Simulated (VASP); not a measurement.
Write the native input for VASP 6.6.1 that does the following.

| Item | Value |
| --- | --- |
| Task | relaxation of the atoms |
| Functional | PBE |
| Potentials or basis | VASP PAW PBE potentials, release 64 (Bi_d, Te) |
| Cutoff | 520 eV |
| k mesh | 13 × 13 × 13 |
| Occupations | fermi-dirac, width 0.05 eV |
| Spin | no spin polarisation |
| Dipole correction | no |
| Further INCAR settings | ALGO = Normal; EDIFF = 1e-07; IBRION = 2; EDIFFG = -0.02; NSW = 80 |

The structure of BiTe lies in POSCAR:

```
BiTe
1.0
    0.0000000000      3.2984474805      3.2984474805
    3.2984474805      0.0000000000      3.2984474805
    3.2984474805      3.2984474805      0.0000000000
Bi Te
1 1
Direct
    0.0000000000      0.0000000000      0.0000000000
    0.5000000000      0.5000000000      0.5000000000
```

These files were run (other wordings do the same):

INCAR

```
SYSTEM = BiTe
ALGO = Normal ; EDIFF = 1E-7
EDIFFG = -0.02 ; ENCUT = 520
GGA = PE ; IBRION = 2
ISIF = 2 ; ISMEAR = -1
LASPH = .True. ; LCHARG = .False.
LREAL = .False. ; LWAVE = .False.
NELM = 100 ; NSW = 80
PREC = Accurate ; SIGMA = 0.05
```

KPOINTS

```
k-points
0
Gamma
  13 13 13
  0 0 0
```

Potentials or basis: VASP PAW PBE potentials, release 64 (Bi_d, Te).

Launch:

```console
$ cat potpaw_PBE.64/Bi_d/POTCAR potpaw_PBE.64/Te/POTCAR > POTCAR
$ mpirun -np 1 vasp_std > vasp.out
```

Results of the run:

- Pressure after relaxing: -1.8 GPa
- Band gap on the k mesh: zero (an odd number of electrons rules out a gap without spin polarisation)

Caveat: the relaxation stopped at its first step, so nothing moved; spin-orbit coupling is left out, which moves the levels of the heavy elements; an odd number of electrons without spin polarisation forces a metal; a magnetic or distorted state may lie lower.

It took 2.6 min on 1 thread of Intel Xeon 8259CL, on a shared host, peak memory 0.26 GiB.
